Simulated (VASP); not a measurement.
A run of VASP 6.6.1 is set up as follows.

The input INCAR:

```
PREC = Accurate ; ENCUT = 520
EDIFF = 1E-6 ; ISMEAR = -1
SIGMA = 0.05 ; LREAL = F
LASPH = T ; NELM = 100
ALGO = Fast ; ISIF = 2
LWAVE = F ; LCHARG = F
GGA = PS ; NBANDS = 16
```

File KPOINTS:

```
regular mesh
0
Gamma
  6 6 8
```

File POSCAR:

```
Al2Cu
1.0
    4.0641301800      0.0000000000      0.0000000000
    0.0000000000      4.0641301800      0.0000000000
    0.0000000000      0.0000000000      2.8913130000
Cu Al
1 2
Direct
    0.0000000000      0.0000000000      0.0000000000
    0.0000000000      0.5000000000      0.5000000000
    0.5000000000      0.0000000000      0.5000000000
```

Potentials or basis: VASP PAW PBE potentials, release 64 (Cu, Al).

The run is started by

```console
$ cat potpaw_PBE.64/Cu/POTCAR potpaw_PBE.64/Al/POTCAR > POTCAR
$ mpirun -np 1 vasp_std > vasp.out
```

Question: Estimate the pressure.

Answer: 1.0 GPa.

Stress tensor (GPa, compression positive):
```
 1.64  0.00  0.00
 0.00  1.64  0.00
 0.00  0.00 -0.36
```

Caveat: the PAW data sets were made with another functional, which shifts forces and pressure a little.
